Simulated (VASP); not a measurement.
Here is a VASP 6.6.1 calculation.

INCAR

```
PREC = Accurate
ENCUT = 520
EDIFF = 1E-7
ISMEAR = 0
SIGMA = 0.1
LREAL = False
LASPH = True
NELM = 80
ALGO = Normal
ISIF = 2
LWAVE = False
LCHARG = False
GGA = PE
NBANDS = 35
```

Contents of KPOINTS:

```
Automatic mesh
0
Gamma
  3 3 6
```

The input POSCAR:

```
Pb3O2
1.0
    6.7298707514      0.0000000000      0.0000000000
   -3.3649353757      5.8282390349      0.0000000000
    0.0000000000      0.0000000000      3.5868994568
Pb O
3 2
Direct
    0.5000000000      0.0000000000      0.8137463879
    0.0000000000      0.5000000000      0.8137463879
    0.5000000000      0.5000000000      0.8137463879
    0.6666666667      0.3333333333      0.3911795058
    0.3333333333      0.6666666667      0.3911795058
```

Potentials or basis: VASP PAW PBE potentials, release 64 (Pb_d, O).

The run is started by

```bash
$ cat potpaw_PBE.64/Pb_d/POTCAR potpaw_PBE.64/O/POTCAR > POTCAR
$ mpirun -np 1 vasp_std > vasp.out
```

(1) Estimate the largest force.

(2) What does it give for the band gap on the k mesh?

(3) Predict the pressure.

Answers

(1) 0.011 eV/Å.

(2) zero (band 27 reaches 4.44 eV, above the bottom of band 28 at 3.81 eV).

(3) 0.0 GPa.

Caveat: spin-orbit coupling is left out, which moves the levels of the heavy elements.
